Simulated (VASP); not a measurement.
## Ca2SiS6: single point with PBE

The system is Ca2SiS6.

```
Ca Si S
1.0
     0.00000    4.50401    4.50401
     4.50401    0.00000    4.50401
     4.50401    4.50401    0.00000
Ca Si S
2 1 6
Cartesian
  2.2520 2.2520 2.2520
  6.7560 6.7560 6.7560
  0.0000 0.0000 0.0000
  2.2340 4.5040 4.5040
  6.7740 4.5040 4.5040
  4.5040 2.2340 4.5040
  4.5040 6.7740 4.5040
  4.5040 4.5040 2.2340
  4.5040 4.5040 6.7740
```

```json
{
 "Program": "VASP 6.6.1",
 "Task": "single point",
 "Functional": "PBE",
 "Potentials or basis": "VASP PAW PBE potentials, release 64 (Ca_sv, Si, S)",
 "Cutoff": "520 eV",
 "k mesh": "8 × 8 × 8",
 "Occupations": "gaussian, width 0.1 eV",
 "Spin": "no spin polarisation",
 "Dipole correction": "no",
 "Further INCAR settings": "ALGO = Normal; EDIFF = 1e-06; NBANDS = 40"
}
```

| Item | Value |
| --- | --- |
| Pressure | -0.1 GPa |
| Largest force | 0.014 eV/Å |
| Band gap on the k mesh | zero (band 30 reaches 5.42 eV, above the bottom of band 31 at 4.24 eV) |

Forces on the atoms (eV/Å):
```
Ca   0.000  0.000  0.000
Ca   0.000  0.000  0.000
Si   0.000  0.000  0.000
S   -0.014  0.000  0.000
S    0.014  0.000  0.000
S    0.000 -0.014  0.000
S    0.000  0.014  0.000
S    0.000  0.000 -0.014
S    0.000  0.000  0.014
```

Levels at points of the mesh, in eV from the Fermi level:
```tsv
k point	band 26	band 27	band 28	band 29	band 30	band 31	band 32	band 33	band 34	band 35
(0.00, 0.00, 0.00)	-0.06	0.02	0.02	0.02	0.97	0.97	0.97	1.39	3.05	3.12
(0.50, 0.00, 0.00)	-1.86	-0.14	0.00	0.00	0.08	0.30	0.30	3.04	3.81	4.02
(0.50, 0.50, 0.00)	-1.84	-1.61	-1.61	-0.46	-0.46	-0.11	0.77	3.90	4.00	4.27
```

It took 96 s on 1 thread of Intel(R) Xeon(R) 6975P-C (Granite Rapids) (shared host), peak memory 0.43 GiB.
